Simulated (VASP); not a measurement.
# Ge (Pnma) in VASP: notebook

The runs below take Ge through single point, relaxation of cell and atoms, with PBE.

Program: VASP 6.6.1. These are calculated values, not measurements. Logs are shortened: lines on timing, memory, paths and dates and some standing lists are left out, and cuts for length are marked.

### Step 1. The cell of the first run

It takes space group Pnma (No. 62, orthorhombic). The conventional cell has a = 7.749 Å, b = 3.586 Å, c = 4.502 Å, α = 90.00°, β = 90.00°, γ = 90.00°. Within 3.1 Å of Ge (site symmetry m) lie 6 Ge at 2.37 to 3.00 Å. Within 3.1 Å of Ge (site symmetry m) lie 6 Ge at 2.37 to 2.42 Å.

The cell was generated, and may not be a known phase.

### Step 2. Single point, PBE

INCAR

```
  ALGO = Normal
  EDIFF = 1E-7
  ENCUT = 520
  GGA = PE
  ISIF = 2
  ISMEAR = 0
  LASPH = True
  LCHARG = False
  LREAL = False
  LWAVE = False
  NBANDS = 66
  NELM = 80
  PREC = Accurate
  SIGMA = 0.1
```

KPOINTS

```
k-points
0
Gamma
  2 6 4
```

POSCAR

```
Ge
1.0
    7.7490329900      0.0000000000      0.0000000000
    0.0000000000      3.5857102300      0.0000000000
    0.0000000000      0.0000000000      4.5017823000
Ge
8
Direct
    0.1542829900      0.2500000000      0.5311769800
    0.3457170100      0.7500000000      0.0311769800
    0.6542829900      0.2500000000      0.9688230200
    0.8457170100      0.7500000000      0.4688230200
    0.0564999900      0.7500000000      0.8499500200
    0.4435000100      0.2500000000      0.3499500200
    0.5564999900      0.7500000000      0.6500499800
    0.9435000100      0.2500000000      0.1500499800
```

Potentials or basis: VASP PAW PBE potentials, release 64 (Ge_d).

The run is started by

```bash
cat potpaw_PBE.64/Ge_d/POTCAR > POTCAR
mpirun -np 1 vasp_std > vasp.out
```

OUTCAR:

```text
EDIFF = 1E-7
   ENCUT = 520
   GGA = PE
   ISIF = 2
   ISMEAR = 0
   LASPH = True
   LREAL = False
   NELM = 80
   PREC = Accurate

 ion  position               nearest neighbor table
   1  0.154  0.250  0.531-   8 2.37   6 2.39   5 2.42   5 2.42
   2  0.346  0.750  0.031-   7 2.37   5 2.39   6 2.42   6 2.42
   3  0.654  0.250  0.969-   6 2.37   8 2.39   7 2.42   7 2.42
   4  0.846  0.750  0.469-   5 2.37   7 2.39   8 2.42   8 2.42
   5  0.056  0.750  0.850-   4 2.37   2 2.39   8 2.41   8 2.41   1 2.42   1 2.42
   6  0.444  0.250  0.350-   3 2.37   1 2.39   7 2.41   7 2.41   2 2.42   2 2.42
   7  0.556  0.750  0.650-   2 2.37   4 2.39   6 2.41   6 2.41   3 2.42   3 2.42
   8  0.944  0.250  0.150-   1 2.37   3 2.39   5 2.41   5 2.41   4 2.42   4 2.42

  LATTYP: Found a simple orthorhombic cell.
 ALAT       =     3.5857102300
 B/A-ratio  =     1.2554785555
 C/A-ratio  =     2.1610873420

  Lattice vectors:

 A1 = (   0.0000000000,   3.5857102300,   0.0000000000)
 A2 = (   0.0000000000,   0.0000000000,   4.5017823000)
 A3 = (   7.7490329900,   0.0000000000,   0.0000000000)

Analysis of symmetry for initial positions (statically):
=====================================================================
 Subroutine PRICEL returns:
 Original cell was already a primitive cell.

 Routine SETGRP: Setting up the symmetry group for a
 simple orthorhombic supercell.

 Subroutine GETGRP returns: Found  8 space group operations
 (whereof  2 operations were pure point group operations)
 out of a pool of  8 trial point group operations.

The static configuration has the point symmetry S_2 .
 The point group associated with its full space group is D_2h.

Analysis of symmetry for dynamics (positions and initial velocities):
=====================================================================
 Subroutine PRICEL returns:
 Original cell was already a primitive cell.

 Routine SETGRP: Setting up the symmetry group for a
 simple orthorhombic supercell.

 Subroutine GETGRP returns: Found  8 space group operations
 (whereof  2 operations were pure point group operations)
 out of a pool of  8 trial point group operations.

The dynamic configuration has the point symmetry S_2 .
 The point group associated with its full space group is D_2h.

 Subroutine INISYM returns: Found  8 space group operations
 (whereof  2 operations are pure point group operations),
 and found     1 'primitive' translations

----------------------------------------------------------------------------------------

                                     Primitive cell

  volume of cell :     125.0856

  direct lattice vectors                    reciprocal lattice vectors
     7.749032990  0.000000000  0.000000000     0.129048360  0.000000000  0.000000000
     0.000000000  3.585710230  0.000000000     0.000000000  0.278884778  0.000000000
     0.000000000  0.000000000  4.501782300     0.000000000  0.000000000  0.222134242

  length of vectors
     7.749032990  3.585710230  4.501782300     0.129048360  0.278884778  0.222134242

  position of ions in fractional coordinates (direct lattice)
     0.154282990  0.250000000  0.531176980
     0.345717010  0.750000000  0.031176980
     0.654282990  0.250000000  0.968823020
     0.845717010  0.750000000  0.468823020
     0.056499990  0.750000000  0.849950020
     0.443500010  0.250000000  0.349950020
     0.556499990  0.750000000  0.650049980
     0.943500010  0.250000000  0.150049980

  ion indices of the primitive-cell ions
   primitive index   ion index
                 1           1
                 2           2
                 3           3
                 4           4
                 5           5
                 6           6
                 7           7
                 8           8

----------------------------------------------------------------------------------------

 KPOINTS: k-points

Automatic generation of k-mesh.
 Grid dimensions read from file:
 generate k-points for:    2    6    4

 Generating k-lattice:

  Cartesian coordinates                     Fractional coordinates (reciprocal lattice)
     0.064524180  0.000000000  0.000000000     0.500000000  0.000000000  0.000000000
     0.000000000  0.046480796  0.000000000     0.000000000  0.166666667  0.000000000
     0.000000000  0.000000000  0.055533561     0.000000000  0.000000000  0.250000000

  Length of vectors
     0.064524180  0.046480796  0.055533561

  Shift w.r.t. Gamma in fractional coordinates (k-lattice)
     0.000000000  0.000000000  0.000000000

 Subroutine IBZKPT returns following result:
 ===========================================

 Found     24 irreducible k-points:

 Following reciprocal coordinates:
            Coordinates               Weight
  0.000000  0.000000  0.000000      1.000000
  0.500000  0.000000  0.000000      1.000000
  0.000000  0.166667  0.000000      2.000000
  0.500000  0.166667  0.000000      2.000000
  0.000000  0.333333  0.000000      2.000000
[... 32 lines left out ...]
   PSTRESS=    0.0 pullay stress
   NELECT =     112.0000    total number of electrons
   NUPDOWN=      -1.0000    fix difference up-down
   EMIN   =  10.00;   EMAX   =-10.00  energy-range for DOS
   EFERMI =   0.00;   METHOD = LEGACY
   ISMEAR =     0;   SIGMA  =   0.10  broadening in eV -4-tet -1-fermi 0-gaus
   EFERMI_NEDOS =   21; number of points for ismear=-14 and -15
   IALGO  =     38    algorithm
   IMIX   =      4    mixing-type and parameters
     AMIX     =   0.40;   BMIX     =  1.00
     AMIX_MAG =   1.60;   BMIX_MAG =  1.00
  volume/ion in A,a.u.               =      15.64       105.51
  Fermi-wavevector in a.u.,A,eV,Ry     =   1.577896  2.981792 33.875194  2.489757
  Thomas-Fermi vector in A             =   2.678509
   LORBIT       =      0    0 simple, 1 ext, 2 COOP (PROOUT), +10 PAW based schemes
   GGA     = PE    functional components
   LHFCALC =     F    Hartree Fock is set to
   AEXX    =    0.0000 exact exchange contribution
   IVDW    =     0    specifies the selected vdW correction
   LEPSILON=     F    determine dielectric tensor
   LRPA    =     F    only Hartree local field effects (RPA)
 non-spin polarized calculation
 Gauss-broadening in eV      SIGMA  =   0.10
  energy-cutoff  :      520.00
  volume of cell :      125.09
 maximum number of plane-waves:      3394
 NGX is ok and might be reduce to    60
   NGX = 29   NGY = 13   NGZ = 17

 number of electron     111.9999994 magnetization

 Free energy of the ion-electron system (eV)
  ---------------------------------------------------
  ext. energy  EPLUGINS =         0.00000000
  ---------------------------------------------------
  free energy    TOTEN  =       -29.63001880 eV

  energy without entropy =      -29.61941045  energy(sigma->0) =      -29.62471463

 E-fermi :   9.1224     XC(G=0): -12.0810

 val. band max:        9.0166367701   @ k =   0.0000   0.3333   0.2500
 cond. band min:       9.1428014138   @ k =   0.0000   0.0000   0.5000
 fundamental gap:      0.1261646437
 Fermi energy:         9.1224467746

 k-point     1 :       0.0000    0.0000    0.0000
  band No.  band energies     occupation
      1     -16.3330      2.00000
      2     -16.3095      2.00000
      3     -16.2857      2.00000
      4     -16.2769      2.00000
      5     -16.1989      2.00000
      6     -16.1936      2.00000
[... 58 lines left out ...]
     65      13.8472      0.00000
     66      14.4344      0.00000

 k-point     2 :       0.5000    0.0000    0.0000
  band No.  band energies     occupation
      1     -16.3221      2.00000
      2     -16.3221      2.00000
      3     -16.2825      2.00000
      4     -16.2825      2.00000
      5     -16.1621      2.00000
      6     -16.1621      2.00000
[... 58 lines left out ...]
     65      14.6248      0.00000
     66      14.6253      0.00000

 k-point     3 :       0.0000    0.1667    0.0000
  band No.  band energies     occupation
      1     -16.3038      2.00000
      2     -16.2823      2.00000
      3     -16.2815      2.00000
      4     -16.2714      2.00000
      5     -16.1973      2.00000
      6     -16.1803      2.00000
[... 1438 lines left out ...]
     65      15.9288      0.00000
     66      15.9288      0.00000

 k-point    24 :       0.5000    0.5000    0.5000
  band No.  band energies     occupation
      1     -16.2688      2.00000
      2     -16.2688      2.00000
      3     -16.2688      2.00000
      4     -16.2688      2.00000
      5     -16.1345      2.00000
      6     -16.1345      2.00000
[... 58 lines left out ...]
     65      15.9006      0.00000
     66      15.9006      0.00000

------------------------ aborting loop because EDIFF is reached ----------------------------------------

  FORCE on cell =-STRESS in cart. coord.  units (eV):
  Direction    XX          YY          ZZ          XY          YZ          ZX
  --------------------------------------------------------------------------------------
  -------------------------------------------------------------------------------------
  Total       29.1768549     30.0700002     32.1725487      0.0000000     -0.0000000      0.0000000
  in kB      373.7161516    385.1561391    412.0869483      0.0000000     -0.0000000      0.0000000
  external PRESSURE =     390.3197463 kB  Pullay stress =       0.0000000 kB

 VOLUME and BASIS-vectors are now :
 -----------------------------------------------------------------------------
  energy-cutoff  :      520.00
  volume of cell :      125.09
      direct lattice vectors                 reciprocal lattice vectors
     7.749032990  0.000000000  0.000000000     0.129048360  0.000000000  0.000000000
     0.000000000  3.585710230  0.000000000     0.000000000  0.278884778  0.000000000
     0.000000000  0.000000000  4.501782300     0.000000000  0.000000000  0.222134242

 POSITION                                       TOTAL-FORCE (eV/Angst)
 -----------------------------------------------------------------------------------
      1.19554      0.89643      2.39124         1.066389     -0.000000     -0.140782
      2.67897      2.68928      0.14035        -1.066389      0.000000     -0.140782
      5.07006      0.89643      4.36143         1.066389      0.000000      0.140782
      6.55349      2.68928      2.11054        -1.066389     -0.000000      0.140782
      0.43782      2.68928      3.82629         0.518378      0.000000     -0.156041
      3.43670      0.89643      1.57540        -0.518378     -0.000000     -0.156041
      4.31234      2.68928      2.92638         0.518378     -0.000000      0.156041
      7.31121      0.89643      0.67549        -0.518378     -0.000000      0.156041
 -----------------------------------------------------------------------------------
    total drift:                               -0.000000     -0.000000      0.000000

  FREE ENERGIE OF THE ION-ELECTRON SYSTEM (eV)
  ---------------------------------------------------
  free  energy   TOTEN  =       -29.6300188006 eV

  energy  without entropy=      -29.6194104514  energy(sigma->0) =      -29.62471463
```

Wall time 8.2 min (1 thread of Intel Xeon 8259CL, shared host); peak memory 0.31 GiB.

Results:

* Free energy: -29.6300 eV
* Pressure: 39.0 GPa
* Largest force: 1.076 eV/Å
* Band gap on the k mesh: zero (bands 56 and 57 overlap by 2.01 eV)

Forces on the atoms (eV/Å):
```
Ge   1.066  0.000 -0.141
Ge  -1.066  0.000 -0.141
Ge   1.066  0.000  0.141
Ge  -1.066  0.000  0.141
Ge   0.518  0.000 -0.156
Ge  -0.518  0.000 -0.156
Ge   0.518  0.000  0.156
Ge  -0.518  0.000  0.156
```

Caveat: the k points lie up to 0.41 Å⁻¹ apart, too coarse for converged energies and pressures of a metal; forces of over 1 eV/Å act on the atoms, so gaps and moduli don't describe the material at rest.

### Step 3. Single point, PBE

This run uses another cell than the first one, of 21.52 Å³/atom.

INCAR

```
PREC = Accurate
ENCUT = 520
EDIFF = 1E-6
ISMEAR = 0
SIGMA = 0.1
LREAL = False
LASPH = True
NELM = 100
ALGO = Normal
ISIF = 2
LWAVE = False
LCHARG = True
GGA = PE
LELF = True
LVHAR = True
NBANDS = 66
```

KPOINTS

```
regular mesh
0
Gamma
  2 6 4
```

POSCAR

```
Ge
1.0
    8.4651586552      0.0000000000      0.0000000000
    0.0000000000      3.9826975556      0.0000000000
    0.0000000000      0.0000000000      5.1065238824
Ge
8
Direct
    0.1572598959      0.2500000000      0.5297062983
    0.3427401041      0.7500000000      0.0297062983
    0.6572598959      0.2500000000      0.9702937017
    0.8427401041      0.7500000000      0.4702937017
    0.0628221529      0.7500000000      0.8295463311
    0.4371778471      0.2500000000      0.3295463311
    0.5628221529      0.7500000000      0.6704536689
    0.9371778471      0.2500000000      0.1704536689
```

Potentials or basis: VASP PAW PBE potentials, release 64 (Ge_d).

The run is started by

```bash
cat potpaw_PBE.64/Ge_d/POTCAR > POTCAR
mpirun -np 1 vasp_std > vasp.out
```

Run time: 9.2 min. Hardware: 1 thread of Intel Xeon 8259CL, shared host; peak memory 0.37 GiB.

It converged, with:

```
Free energy            : -33.9770 eV
Pressure               : 0.0 GPa
Largest force          : 0.019 eV/Å
Band gap on the k mesh : zero (bands 56 and 57 overlap by 1.82 eV)
```

Forces on the atoms (eV/Å):
```
Ge  -0.001  0.000 -0.001
Ge   0.001  0.000 -0.001
Ge  -0.001  0.000  0.001
Ge   0.001  0.000  0.001
Ge  -0.004  0.000  0.018
Ge   0.004  0.000  0.018
Ge  -0.004  0.000 -0.018
Ge   0.004  0.000 -0.018
```

Stress tensor (GPa, compression positive):
```
 0.15  0.00  0.00
 0.00 -0.07  0.00
 0.00  0.00 -0.06
```

Levels at points of the mesh, in eV from the Fermi level:
| k point | band 54 | band 55 | band 56 | band 57 | band 58 | band 59 |
| --- | --- | --- | --- | --- | --- | --- |
| (0.00, 0.00, 0.00) | -0.80 | -0.35 | -0.10 | 0.64 | 1.43 | 1.78 |
| (0.50, 0.00, 0.00) | -1.64 | 0.95 | 0.95 | 1.09 | 1.09 | 1.75 |
| (0.00, 0.50, 0.00) | -2.39 | -2.00 | -2.00 | -0.87 | -0.87 | 0.61 |
| (0.50, 0.50, 0.00) | -1.97 | -1.97 | -1.97 | 0.34 | 0.34 | 0.34 |
| (0.00, 0.00, 0.50) | -0.94 | -0.50 | -0.50 | -0.20 | -0.20 | 1.64 |
| (0.50, 0.00, 0.50) | -0.95 | -0.88 | -0.88 | 0.37 | 0.37 | 1.51 |
| (0.00, 0.50, 0.50) | -1.03 | 0.05 | 0.05 | 0.29 | 0.29 | 1.07 |
| (0.50, 0.50, 0.50) | -2.30 | -2.30 | -2.30 | 2.58 | 2.58 | 2.58 |

Caveat: the k points lie up to 0.37 Å⁻¹ apart, too coarse for converged energies and pressures of a metal.

### Step 4. Relaxation of cell and atoms, PBE

INCAR

```
PREC = Accurate
ENCUT = 600
EDIFF = 1E-6
ISMEAR = 0
SIGMA = 0.1
LREAL = False
LASPH = True
NELM = 100
ALGO = Normal
ISIF = 3
LWAVE = False
LCHARG = False
GGA = PE
IBRION = 2
NSW = 90
EDIFFG = -0.04
```

KPOINTS

```
Automatic mesh
0
Gamma
  2 6 4
```

POSCAR

```
Ge
1.0
    7.7490329900      0.0000000000      0.0000000000
    0.0000000000      3.5857102300      0.0000000000
    0.0000000000      0.0000000000      4.5017823000
Ge
8
Direct
    0.1542829900      0.2500000000      0.5311769800
    0.3457170100      0.7500000000      0.0311769800
    0.6542829900      0.2500000000      0.9688230200
    0.8457170100      0.7500000000      0.4688230200
    0.0564999900      0.7500000000      0.8499500200
    0.4435000100      0.2500000000      0.3499500200
    0.5564999900      0.7500000000      0.6500499800
    0.9435000100      0.2500000000      0.1500499800
```

The run is started by

```bash
cat potpaw_PBE.64/Ge_d/POTCAR > POTCAR
mpirun -np 1 vasp_std > vasp.out
```

Run time: 57 min. Hardware: 1 thread of Intel Xeon 8259CL, shared host; peak memory 0.36 GiB.

It converged, with:

* Free energy: -33.9612 eV
* Relaxed volume: 21.48 Å³/atom
* Relaxed cell: a = 8.468 Å, b = 3.978 Å, c = 5.101 Å, α = 90.00°, β = 90.00°, γ = 90.00°
* Space group after relaxing (to 0.1 Å): Pnma (No. 62)
* Energy gained by relaxing: 541.3 meV/atom
* Ionic steps: 12
* Pressure after relaxing: -0.2 GPa
* Largest force after relaxing: 0.036 eV/Å
* Band gap on the k mesh: zero (bands 56 and 57 overlap by 1.81 eV)

Forces in eV/Å, atoms in the order of the input:
```
Ge   0.002  0.000 -0.036
Ge  -0.002  0.000 -0.036
Ge   0.002  0.000  0.036
Ge  -0.002  0.000  0.036
Ge   0.000  0.000 -0.023
Ge   0.000  0.000 -0.023
Ge   0.000  0.000  0.023
Ge   0.000  0.000  0.023
```

Stress tensor (GPa, compression positive):
```
-0.17  0.00  0.00
 0.00 -0.09  0.00
 0.00  0.00 -0.24
```

Step by step:
| step | energy change (eV) | largest force (eV/Å) | pressure (GPa) | volume (Å³) |
| --- | --- | --- | --- | --- |
| 1 | 0.0000 | 1.0761 | 39.29 | 125.09 |
| 2 | -3.1133 | 0.4285 | -7.76 | 208.11 |
| 3 | -4.2192 | 0.5173 | 0.22 | 169.88 |
| 4 | -4.2190 | 0.5122 | -0.13 | 170.87 |
| 5 | -4.2705 | 0.3820 | -0.27 | 171.23 |
| 6 | -4.3180 | 0.1435 | -0.15 | 171.89 |
| 7 | -4.3192 | 0.1287 | -0.11 | 172.01 |
| 8 | -4.3266 | 0.0767 | -0.02 | 171.58 |
| 9 | -4.3287 | 0.0651 | 0.22 | 170.86 |
| 10 | -4.3295 | 0.0575 | 0.22 | 171.09 |
| 11 | -4.3302 | 0.0319 | -0.23 | 172.16 |
| 12 | -4.3304 | 0.0364 | -0.17 | 171.82 |

Final structure:
```cif
data_structure
_symmetry_space_group_name_H-M 'P 1'
_symmetry_Int_Tables_number 1
_cell_length_a 8.4678
_cell_length_b 3.9776
_cell_length_c 5.1012
_cell_angle_alpha 90.000
_cell_angle_beta 90.000
_cell_angle_gamma 90.000
_cell_volume 171.82
loop_
_atom_site_label
_atom_site_type_symbol
_atom_site_fract_x
_atom_site_fract_y
_atom_site_fract_z
_atom_site_occupancy
Ge1 Ge 0.15680 0.25000 0.53110 1
Ge2 Ge 0.34320 0.75000 0.03110 1
Ge3 Ge 0.65680 0.25000 0.96890 1
Ge4 Ge 0.84320 0.75000 0.46890 1
Ge5 Ge 0.06255 0.75000 0.83183 1
Ge6 Ge 0.43745 0.25000 0.33183 1
Ge7 Ge 0.56255 0.75000 0.66817 1
Ge8 Ge 0.93745 0.25000 0.16817 1
```

Levels at points of the mesh, in eV from the Fermi level:
| k point | band 52 | band 53 | band 54 | band 55 | band 56 | band 57 | band 58 | band 59 | band 60 | band 61 |
| --- | --- | --- | --- | --- | --- | --- | --- | --- | --- | --- |
| (0.00, 0.00, 0.00) | -2.29 | -1.44 | -0.83 | -0.33 | -0.12 | 0.64 | 1.44 | 1.79 | 2.78 | 2.94 |
| (0.50, 0.00, 0.00) | -2.33 | -1.62 | -1.62 | 0.96 | 0.96 | 1.08 | 1.08 | 1.73 | 1.73 | 2.48 |
| (0.00, 0.50, 0.00) | -2.63 | -2.42 | -2.42 | -1.99 | -1.99 | -0.84 | -0.84 | 0.60 | 0.60 | 2.78 |
| (0.50, 0.50, 0.00) | -3.12 | -1.96 | -1.96 | -1.96 | -1.96 | 0.34 | 0.34 | 0.34 | 0.34 | 2.19 |
| (0.00, 0.00, 0.50) | -1.40 | -0.94 | -0.94 | -0.52 | -0.52 | -0.18 | -0.18 | 1.65 | 1.65 | 2.45 |
| (0.50, 0.00, 0.50) | -1.15 | -0.94 | -0.94 | -0.91 | -0.91 | 0.39 | 0.39 | 1.50 | 1.50 | 2.37 |
| (0.00, 0.50, 0.50) | -4.04 | -1.03 | -1.03 | 0.05 | 0.05 | 0.29 | 0.29 | 1.05 | 1.05 | 3.65 |
| (0.50, 0.50, 0.50) | -3.67 | -2.30 | -2.30 | -2.30 | -2.30 | 2.58 | 2.58 | 2.58 | 2.58 | 3.81 |

Caveat: the k points lie up to 0.37 Å⁻¹ apart in the final cell, too coarse for converged energies and pressures of a metal; the volume moved by over 15 % at a fixed basis, so the end points are rough.

### Step 5. Summary

| task | cell | cutoff (eV) | gap on the mesh (eV) | pressure (GPa) | largest force (eV/Å) |
| --- | --- | --- | --- | --- | --- |
| single point | a = 7.749, b = 3.586, c = 4.502 Å, 8 atoms, atomic positions A | 520 | none | 39.0 | 1.08 |
| single point | a = 8.465, b = 3.983, c = 5.107 Å, 8 atoms, atomic positions B | 520 | none | 0.0 | 0.02 |
| relaxation of cell and atoms | relaxed from a = 7.749, b = 3.586, c = 4.502 Å, 8 atoms, atomic positions A | 600 | none | -0.2 | 0.04 |

Alike in all rows: level PBE; potentials or basis VASP PAW PBE potentials, release 64 (Ge_d); no spin polarisation; k mesh 2 × 6 × 4; smearing gaussian 0.1 eV.

Caveats: all runs use coarse meshes; forces of over 1 eV/Å act on the atoms, so gaps and moduli don't describe the material at rest (at least some runs); the volume moved by over 15 % at a fixed basis, so the end points are rough (at least some runs).

Absolute energies hang on the potentials; compare differences alone.

The gap in the log of VASP goes by the Fermi energy; the results here count the filled bands.